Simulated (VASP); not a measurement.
Here is a VASP 6.6.1 calculation.

The input POSCAR:

```
CdS
1.0
    3.4160221691      0.0000000000      0.0000000000
    0.0000000000      3.4160221691      0.0000000000
    0.0000000000      0.0000000000      4.4774290574
Cd S
1 1
Direct
    0.5000000000      0.5000000000      0.5000000000
    0.0000000000      0.0000000000      0.0000000000
```

File INCAR.step1:

```
SYSTEM = CdS
PREC = Accurate
ENCUT = 600
ISMEAR = 0
SIGMA = 0.1
LREAL = .False.
LASPH = .True.
NELM = 100
GGA = PE
ALGO = Normal
EDIFF = 1E-4
LWAVE = .True.
LCHARG = .False.
```

INCAR.step2

```
SYSTEM = CdS
PREC = Accurate
ENCUT = 600
EDIFF = 1E-6
ISMEAR = 0
SIGMA = 0.1
LREAL = .False.
LASPH = .True.
NELM = 100
ALGO = Normal
ISIF = 3
LWAVE = .False.
LCHARG = .False.
METAGGA = R2SCAN
LMIXTAU = .True.
IBRION = 2
NSW = 90
EDIFFG = -0.04
ISTART = 1
```

File KPOINTS:

```
regular mesh
0
Gamma
  6 6 4
  0 0 0
```

Potentials or basis: VASP PAW PBE potentials, release 64 (Cd, S).

Launch:

```bash
$ cat potpaw_PBE.64/Cd/POTCAR potpaw_PBE.64/S/POTCAR > POTCAR
$ cp INCAR.step1 INCAR
$ mpirun -np 1 vasp_std > vasp.out
$ cp INCAR.step2 INCAR
$ mpirun -np 1 vasp_std > vasp.out
```

Problem. Predict the relaxed cell.

Solution. a = 3.368 Å, b = 3.368 Å, c = 3.446 Å, α = 90.00°, β = 90.00°, γ = 90.00°.

Problem. Estimate the space group after relaxing (to 0.1 Å).

Solution. Pm-3m (No. 221).

Final structure:
```
CELL_PARAMETERS angstrom
3.36805 0.00000 0.00000
0.00000 3.36805 0.00000
0.00000 0.00000 3.44565
ATOMIC_POSITIONS crystal
Cd 0.50000 0.50000 0.50000
S 0.00000 0.00000 0.00000
```
